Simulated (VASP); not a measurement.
Here is a VASP 6.6.1 calculation.

POSCAR

```
K4BiP2
1.0
    5.7478880000      0.0000000000      0.0000000000
   -2.8739440000      4.9778170000      0.0000000000
    0.0000000000     -3.3185410000      8.6170280000
P K Bi
2 4 1
Direct
    0.0788500000      0.1577000000      0.2365500000
    0.9211500000      0.8423000000      0.7634500000
    0.3766200000      0.7532400000      0.1298600000
    0.6233800000      0.2467600000      0.8701400000
    0.2086200000      0.4172400000      0.6258600000
    0.7913800000      0.5827600000      0.3741400000
    0.0000000000      0.0000000000      0.0000000000
```

Contents of INCAR.step1:

```
PREC = Accurate ; ENCUT = 550
ISMEAR = -1 ; SIGMA = 0.1
LREAL = False ; LASPH = True
NELM = 120 ; GGA = PE
ALGO = Normal ; EDIFF = 1E-5
LWAVE = True ; LCHARG = False
GGA_COMPAT = False ; IBRION = 2
ISIF = 3 ; EDIFFG = -0.005
NELMIN = 4 ; NSW = 100
KPAR = 4
```

Contents of INCAR.step2:

```
PREC = Accurate ; ENCUT = 550
EDIFF = 1E-7 ; ISMEAR = -1
SIGMA = 0.1 ; LREAL = False
LASPH = True ; NELM = 120
ALGO = Normal ; ISIF = 3
LWAVE = False ; LCHARG = False
METAGGA = R2SCAN ; LMIXTAU = True
IBRION = 2 ; NSW = 60
EDIFFG = -0.03 ; ISTART = 1
GGA_COMPAT = False ; NELMIN = 4
KPAR = 4
```

KPOINTS

```
regular mesh
0
Gamma
  6 6 6
```

Potentials or basis: VASP PAW PBE potentials, release 64 (P, K_sv, Bi_d).

Command:

```console
$ cat potpaw_PBE.64/P/POTCAR potpaw_PBE.64/K_sv/POTCAR potpaw_PBE.64/Bi_d/POTCAR > POTCAR
$ cp INCAR.step1 INCAR
$ mpirun -np 4 vasp_std > vasp.out
$ cp INCAR.step2 INCAR
$ mpirun -np 4 vasp_std > vasp.out
```

Task: Predict the space group after relaxing (to 0.1 Å).

Result: R-3m (No. 166).

Task: What does it give for the relaxed volume?

Result: 37.94 Å³/atom.

Task: Predict the relaxed cell.

Result: a = 5.594 Å, b = 5.594 Å, c = 10.317 Å, α = 105.73°, β = 90.00°, γ = 120.00°.

Task: Estimate the band gap on the k mesh.

Result: Zero (an odd number of electrons rules out a gap without spin polarisation).

Final structure:
```
P K Bi
1.0
     5.59413    0.00000    0.00000
    -2.79706    4.84466    0.00000
     0.00000   -3.22977    9.79861
P K Bi
2 4 1
Direct
  0.09319 0.18639 0.27958
  0.90681 0.81361 0.72042
  0.39241 0.78482 0.17722
  0.60759 0.21518 0.82278
  0.20686 0.41372 0.62058
  0.79314 0.58628 0.37942
  0.00000 0.00000 0.00000
```

Caveat: the PAW data sets were made with another functional, which shifts forces and pressure a little; spin-orbit coupling is left out, which moves the levels of the heavy elements.
